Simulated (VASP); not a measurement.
# CS2 (Cmce) in VASP: a series of runs

The runs below take CS2 through single point, relaxation of cell and atoms, with PBE+D3(BJ).

Everything below comes from runs of VASP 6.6.1. Logs are shortened: lines on timing, memory, paths and dates and some standing lists are left out, and cuts for length are marked.

## Step 1: The cell of the first run

It takes space group Cmce (No. 64, orthorhombic). Conventional cell: a = 5.490 Å, b = 4.992 Å, c = 8.218 Å, α = 90.00°, β = 90.00°, γ = 90.00°. C (site symmetry 2/m) has 2 S at 1.56 Å within 2.1 Å. S (site symmetry m) has 1 C at 1.56 Å within 2.1 Å.

## Step 2: Single point, PBE+D3(BJ)

Contents of INCAR:

```
PREC = Accurate
ENCUT = 520
EDIFF = 1E-6
ISMEAR = 0
SIGMA = 0.1
LREAL = F
LASPH = T
NELM = 80
ALGO = Normal
ISIF = 2
LWAVE = F
LCHARG = F
GGA = PE
IVDW = 12
NBANDS = 25
```

Contents of KPOINTS:

```
regular mesh
0
Gamma
  4 4 2
```

Contents of POSCAR:

```
CS2
1.0
    2.7451734812     -2.4961396623      0.0000000000
    2.7451734812      2.4961396623      0.0000000000
    0.0000000000      0.0000000000      8.2184327824
C S
2 4
Direct
    0.0000000000      0.0000000000      0.0000000000
    0.5000000000      0.5000000000      0.5000000000
    0.7733060997      0.2266939003      0.1299784857
    0.7266939003      0.2733060997      0.6299784857
    0.2733060997      0.7266939003      0.3700215143
    0.2266939003      0.7733060997      0.8700215143
```

Potentials or basis: VASP PAW PBE potentials, release 64 (C, S).

Command:

```console
> cat potpaw_PBE.64/C/POTCAR potpaw_PBE.64/S/POTCAR > POTCAR
> mpirun -np 1 vasp_std > vasp.out
```

OUTCAR:

```text
PREC = Accurate
   ENCUT = 520
   EDIFF = 1E-6
   ISMEAR = 0
   LREAL = F
   LASPH = T
   NELM = 80
   ISIF = 2
   GGA = PE
   IVDW = 12
 IVDW          = 12

 ion  position               nearest neighbor table
   1  0.000  0.000  0.000-   3 1.56   6 1.56
   2  0.500  0.500  0.500-   4 1.56   5 1.56
   3  0.773  0.227  0.130-   1 1.56
   4  0.727  0.273  0.630-   2 1.56
   5  0.273  0.727  0.370-   2 1.56
   6  0.227  0.773  0.870-   1 1.56

  LATTYP: Found a base centered orthorhombic cell.
 ALAT       =     4.9922793246
 B/A-ratio  =     1.0997675822
 C/A-ratio  =     1.6462285557

  Lattice vectors:

 A1 = (  -2.7451734812,  -2.4961396623,   0.0000000000)
 A2 = (   2.7451734812,  -2.4961396623,   0.0000000000)
 A3 = (   0.0000000000,   0.0000000000,   8.2184327824)

Analysis of symmetry for initial positions (statically):
=====================================================================
 Subroutine PRICEL returns:
 Original cell was already a primitive cell.

 Routine SETGRP: Setting up the symmetry group for a
 base centered orthorhombic supercell.

 Subroutine GETGRP returns: Found  8 space group operations
 (whereof  4 operations were pure point group operations)
 out of a pool of  8 trial point group operations.

The static configuration has the point symmetry C_2h.
 The point group associated with its full space group is D_2h.

Analysis of symmetry for dynamics (positions and initial velocities):
=====================================================================
 Subroutine PRICEL returns:
 Original cell was already a primitive cell.

 Routine SETGRP: Setting up the symmetry group for a
 base centered orthorhombic supercell.

 Subroutine GETGRP returns: Found  8 space group operations
 (whereof  4 operations were pure point group operations)
 out of a pool of  8 trial point group operations.

The dynamic configuration has the point symmetry C_2h.
 The point group associated with its full space group is D_2h.

 Subroutine INISYM returns: Found  8 space group operations
 (whereof  4 operations are pure point group operations),
 and found     1 'primitive' translations

----------------------------------------------------------------------------------------

                                     Primitive cell
[... 87 lines left out ...]
   NELM   =     80;   NELMIN=  2; NELMDL= -5     # of ELM steps
   EDIFF  = 0.1E-05   stopping-criterion for ELM
   LREAL  =      F    real-space projection
   EDIFFG = 0.1E-04   stopping-criterion for IOM
   NSW    =      0    number of steps for IOM
   IBRION =     -1    ionic relax: 0-MD 1-quasi-New 2-CG
   NFREE  =      0    steps in history (QN), initial steepest desc. (CG)
   ISIF   =      2    stress and relaxation
   ISYM   =      2    0-nonsym 1-usesym 2-fastsym
   POTIM  = 0.5000    time-step for ionic-motion
   TEBEG  =    0.0;   TEEND  =   0.0 temperature during run
   PSTRESS=    0.0 pullay stress
   NELECT =      32.0000    total number of electrons
   NUPDOWN=      -1.0000    fix difference up-down
   EMIN   =  10.00;   EMAX   =-10.00  energy-range for DOS
   EFERMI =   0.00;   METHOD = LEGACY
   ISMEAR =     0;   SIGMA  =   0.10  broadening in eV -4-tet -1-fermi 0-gaus
   EFERMI_NEDOS =   21; number of points for ismear=-14 and -15
   IALGO  =     38    algorithm
   IMIX   =      4    mixing-type and parameters
     AMIX     =   0.40;   BMIX     =  1.00
     AMIX_MAG =   1.60;   BMIX_MAG =  1.00
  volume/ion in A,a.u.               =      18.77       126.68
  Fermi-wavevector in a.u.,A,eV,Ry     =   1.076231  2.033782 15.759270  1.158274
  Thomas-Fermi vector in A             =   2.212110
   LORBIT       =      0    0 simple, 1 ext, 2 COOP (PROOUT), +10 PAW based schemes
   GGA     = PE    functional components
   LHFCALC =     F    Hartree Fock is set to
   AEXX    =    0.0000 exact exchange contribution
   IVDW    =    12    specifies the selected vdW correction
   LEPSILON=     F    determine dielectric tensor
   LRPA    =     F    only Hartree local field effects (RPA)
 non-spin polarized calculation
 Gauss-broadening in eV      SIGMA  =   0.10
  energy-cutoff  :      520.00
  volume of cell :      112.63
 maximum number of plane-waves:      3068
   NGX = 13   NGY = 13   NGZ = 31

 number of electron      31.9999997 magnetization

 Free energy of the ion-electron system (eV)
  ---------------------------------------------------
  ext. energy  EPLUGINS =         0.00000000
  ---------------------------------------------------
  free energy    TOTEN  =       -32.35770146 eV

  energy without entropy =      -32.35770146  energy(sigma->0) =      -32.35770146

 E-fermi :   3.0097     XC(G=0):  -9.1361

 val. band max:        2.5878413262   @ k =   0.5000   0.5000   0.0000
 cond. band min:       4.3121699127   @ k =   0.0000   0.0000   0.0000
 fundamental gap:      1.7243285865
 Fermi energy:         3.0096855446

 k-point     1 :       0.0000    0.0000    0.0000
  band No.  band energies     occupation
      1     -13.5361      2.00000
      2     -13.1329      2.00000
      3     -11.1286      2.00000
      4     -10.4489      2.00000
      5      -4.8871      2.00000
      6      -3.6816      2.00000
[... 381 lines left out ...]
     24       9.3010      0.00000
     25      12.4882      0.00000

------------------------ aborting loop because EDIFF is reached ----------------------------------------

 Edisp (eV)   -1.40222

 E8    (eV) :    -0.4908

  FORCE on cell =-STRESS in cart. coord.  units (eV):
  Direction    XX          YY          ZZ          XY          YZ          ZX
  --------------------------------------------------------------------------------------
  -------------------------------------------------------------------------------------
  Total       3.42877     2.55759     2.87521     0.00000    -0.00000     0.00000
  in kB      48.77430    36.38179    40.89987     0.00000    -0.00000     0.00000
  external pressure =       42.02 kB  Pullay stress =        0.00 kB

 VOLUME and BASIS-vectors are now :
 -----------------------------------------------------------------------------
  energy-cutoff  :      520.00
  volume of cell :      112.63
      direct lattice vectors                 reciprocal lattice vectors
     2.745173481 -2.496139662  0.000000000     0.182137852 -0.200309305  0.000000000
     2.745173481  2.496139662  0.000000000     0.182137852  0.200309305  0.000000000
     0.000000000  0.000000000  8.218432782     0.000000000  0.000000000  0.121677700

 POSITION                                       TOTAL-FORCE (eV/Angst)
 -----------------------------------------------------------------------------------
      0.00000      0.00000      0.00000         0.000000      0.000000      0.000000
      2.74517      0.00000      4.10922        -0.000000      0.000000      0.000000
      2.74517     -1.36442      1.06822         0.000000     -0.167541     -0.133693
      2.74517     -1.13172      5.17744         0.000000      0.167541     -0.133693
      2.74517      1.13172      3.04100         0.000000     -0.167541      0.133693
      2.74517      1.36442      7.15021         0.000000      0.167541      0.133693
 -----------------------------------------------------------------------------------
    total drift:                                0.000000      0.000000      0.000000

  FREE ENERGIE OF THE ION-ELECTRON SYSTEM (eV)
  ---------------------------------------------------
  free  energy   TOTEN  =       -33.7599188385 eV

  energy  without entropy=      -33.7599188385  energy(sigma->0) =      -33.75991884
```

OSZICAR:

```text
N       E                     dE             d eps       ncg     rms          rms(c)
DAV:   1     0.149613774473E+03    0.14961E+03   -0.14033E+04   700   0.112E+03
DAV:   2    -0.232954672189E+02   -0.17291E+03   -0.16304E+03   948   0.200E+02
DAV:   3    -0.344770642843E+02   -0.11182E+02   -0.11047E+02   918   0.550E+01
DAV:   4    -0.346485719494E+02   -0.17151E+00   -0.17127E+00   888   0.821E+00
DAV:   5    -0.346528553558E+02   -0.42834E-02   -0.42823E-02   917   0.124E+00    0.313E+01
DAV:   6    -0.325164936833E+02    0.21364E+01   -0.42170E+00   738   0.141E+01    0.136E+01
DAV:   7    -0.323683527745E+02    0.14814E+00   -0.14104E+00   883   0.668E+00    0.814E+00
DAV:   8    -0.323759510059E+02   -0.75982E-02   -0.18769E-01   850   0.221E+00    0.118E+00
DAV:   9    -0.323593855594E+02    0.16565E-01   -0.44044E-02   828   0.110E+00    0.969E-01
DAV:  10    -0.323579119565E+02    0.14736E-02   -0.65053E-03   817   0.449E-01    0.345E-01
DAV:  11    -0.323577293011E+02    0.18266E-03   -0.84127E-04   885   0.156E-01    0.308E-01
DAV:  12    -0.323576970083E+02    0.32293E-04   -0.12849E-04   867   0.663E-02    0.109E-01
DAV:  13    -0.323577018419E+02   -0.48336E-05   -0.23542E-05   902   0.274E-02    0.191E-02
DAV:  14    -0.323577014569E+02    0.38504E-06   -0.63338E-07   536   0.481E-03
   1 F= -.33759919E+02 E0= -.33759919E+02  d E =-.353177E-10
```

Run time: 32 s. Hardware: 1 thread of Intel Xeon 6975P-C, shared host; peak memory 0.22 GiB.

Results:

```yaml
Free_energy: -33.7599 eV
Pressure: 4.2 GPa
Largest_force: 0.214 eV/Å
Band_gap_on_the_k_mesh: 1.72 eV, indirect (least direct gap 1.92 eV)
Dispersion_energy_per_atom: -0.234 eV
```

Forces in eV/Å, atoms in the order of the input:
```
C    0.000  0.000  0.000
C    0.000  0.000  0.000
S    0.000 -0.168 -0.134
S    0.000  0.168 -0.134
S    0.000 -0.168  0.134
S    0.000  0.168  0.134
```

Caveat: the k points lie up to 0.43 Å⁻¹ apart.

## Step 3: Relaxation of cell and atoms, PBE+D3(BJ), target pressure 5 GPa, at which the enthalpy is minimised

This run uses another cell than the first one, of 35.85 Å³/atom, 1.910 times its volume.

Contents of INCAR:

```
SYSTEM = CS2
ALGO = Normal ; EDIFF = 1E-6
EDIFFG = -0.05 ; ENCUT = 600
GGA = PE ; IBRION = 2
ISIF = 3 ; ISMEAR = 0
IVDW = 12 ; LASPH = .TRUE.
LCHARG = .FALSE. ; LREAL = .FALSE.
LWAVE = .FALSE. ; NELM = 80
NSW = 80 ; PREC = Accurate
PSTRESS = 50.0 ; SIGMA = 0.1
```

Contents of KPOINTS:

```
k-points
0
G
  4 4 2
  0 0 0
```

Contents of POSCAR:

```
CS2
1.0
    3.6457880000     -2.9943140000      0.0000000000
    3.6457880000      2.9943140000      0.0000000000
    0.0000000000      0.0000000000      9.8512570000
C S
2 4
Direct
    0.0000000000      0.0000000000      0.0000000000
    0.5000000000      0.5000000000      0.5000000000
    0.8184790000      0.1815210000      0.1131330000
    0.6815210000      0.3184790000      0.6131330000
    0.3184790000      0.6815210000      0.3868670000
    0.1815210000      0.8184790000      0.8868670000
```

Potentials or basis: VASP PAW PBE potentials, release 64 (C, S).

Command:

```console
> cat potpaw_PBE.64/C/POTCAR potpaw_PBE.64/S/POTCAR > POTCAR
> mpirun -np 1 vasp_std > vasp.out
```

OUTCAR:

```text
SYSTEM = CS2
   EDIFF = 1E-6
   EDIFFG = -0.05
   ENCUT = 600
   GGA = PE
   IBRION = 2
   ISIF = 3
   ISMEAR = 0
   IVDW = 12
   LASPH = .TRUE.
   LREAL = .FALSE.
   NELM = 80
   NSW = 80
   PREC = Accurate
   PSTRESS = 50.0
 IVDW          = 12

 ion  position               nearest neighbor table
   1  0.000  0.000  0.000-   3 1.56   6 1.56
   2  0.500  0.500  0.500-   4 1.56   5 1.56
   3  0.818  0.182  0.113-   1 1.56
   4  0.682  0.318  0.613-   2 1.56
   5  0.318  0.682  0.387-   2 1.56
   6  0.182  0.818  0.887-   1 1.56

  LATTYP: Found a base centered orthorhombic cell.
 ALAT       =     5.9886280000
 B/A-ratio  =     1.2175703684
 C/A-ratio  =     1.6449939786

  Lattice vectors:

 A1 = (  -3.6457880000,  -2.9943140000,   0.0000000000)
[... 322 lines left out ...]
  band No.  band energies     occupation
      1     -16.6671      2.00000
      2     -16.6040      2.00000
      3     -14.3177      2.00000
      4     -14.2083      2.00000
      5      -7.6083      2.00000
      6      -7.2009      2.00000
[... 311 lines left out ...]
     19       2.7370      0.00000
     20       2.7370      0.00000

[... ionic steps 4 to 17 ...]

--------------------------------------- Ionic step       18  -------------------------------------------

 number of electron      32.0000000 magnetization

------------------------ aborting loop because EDIFF is reached ----------------------------------------
[... 87 lines left out ...]
--------------------------------------- Ionic step       20  -------------------------------------------

 number of electron      32.0000001 magnetization

 Free energy of the ion-electron system (eV)
  ---------------------------------------------------
  ext. energy  EPLUGINS =         0.00000000
  ---------------------------------------------------
  free energy    TOTEN  =       -32.37484624 eV

  energy without entropy =      -32.37484624  energy(sigma->0) =      -32.37484624

 E-fermi :   2.9885     XC(G=0):  -9.1446

 val. band max:        2.5532292381   @ k =  -0.2500   0.2500   0.0000
 cond. band min:       4.3837085605   @ k =   0.5000   0.5000   0.0000
 fundamental gap:      1.8304793224
 Fermi energy:         2.9884956649

 k-point     1 :       0.0000    0.0000    0.0000
  band No.  band energies     occupation
      1     -13.5465      2.00000
      2     -13.1645      2.00000
      3     -11.1989      2.00000
      4     -10.4827      2.00000
      5      -5.0107      2.00000
      6      -3.4872      2.00000
[... 352 lines left out ...]
  energy  without entropy=      -33.7798650773  energy(sigma->0) =      -33.77986508

  enthalpy is  TOTEN    =       -30.2778592351 eV   P V=        3.5020058422

 reached required accuracy - stopping structural energy minimisation
```

Run time: 14 min. Hardware: 1 thread of Intel Xeon 6975P-C, shared host; peak memory 0.4 GiB.

What came out:

| Item | Value |
| --- | --- |
| Free energy | -33.7799 eV |
| Relaxed volume | 18.70 Å³/atom |
| Relaxed cell | a = 3.643 Å, b = 3.643 Å, c = 8.495 Å, α = 90.00°, β = 90.00°, γ = 84.42° |
| Space group after relaxing (to 0.05 Å) | Cmce (No. 64) |
| Energy change on relaxing (the enthalpy is what falls) | +39.1 meV/atom |
| Ionic steps | 20 |
| Pressure after relaxing | 5.1 GPa |
| Largest force after relaxing | 0.045 eV/Å |
| Band gap on the k mesh | 1.83 eV, indirect (least direct gap 1.96 eV) |
| Dispersion energy per atom | -0.234 eV |

Forces on the atoms (eV/Å):
```
C    0.000  0.000  0.000
C    0.000  0.000  0.000
S    0.000  0.039 -0.021
S    0.000 -0.039 -0.021
S    0.000  0.039  0.021
S    0.000 -0.039  0.021
```

Stress tensor (GPa, compression positive):
```
4.83 0.00 0.00
0.00 5.17 0.00
0.00 0.00 5.19
```

Step by step:
```
step  energy change (eV)  largest force (eV/Å)  pressure (GPa)  volume (Å³)
   1              0.0000                0.0165           -0.62       215.09
   2              0.9078                6.1585           10.16       178.26
   3              0.2771                3.4182            5.02       192.00
   4              0.1953                3.2078            5.03       181.71
   5              0.0460                2.7664            5.73       152.95
   6              0.7582                2.5401           14.80       104.37
   7              0.6292                2.2564           -0.91       108.59
   8              0.4644                0.1057            6.31       106.38
   9              0.4656                0.0609            6.46       106.34
  10              0.4292                0.0556            6.22       107.17
  11              0.3287                0.0411            5.55       109.67
  12              0.1635                0.0349            4.39       114.76
  13              0.2175                0.0306            4.79       112.92
  14              0.2216                0.0307            4.80       112.79
  15              0.2269                0.1267            5.24       112.61
  16              0.2259                0.1063            5.17       112.64
  17              0.2261                0.1022            5.16       112.62
  18              0.2268                0.0909            5.14       112.56
  19              0.2286                0.0697            5.11       112.45
  20              0.2346                0.0445            5.06       112.22
```

Final structure:
```
C S
1.0
     2.69857   -2.44767    0.00000
     2.69857    2.44767    0.00000
     0.00000    0.00000    8.49456
C S
2 4
Direct
  0.00000 0.00000 0.00000
  0.50000 0.50000 0.50000
  0.78234 0.21766 0.13271
  0.71766 0.28234 0.63271
  0.28234 0.71766 0.36729
  0.21766 0.78234 0.86729
```

Caveat: the cell is relaxed towards a set pressure, so the enthalpy falls and the energy may rise; the volume moved by over 15 % at a fixed basis, so the end points are rough; the relaxation stopped at a loose force limit of 0.05 eV/Å, so its end isn't a converged minimum. A k mesh can miss the band edges.
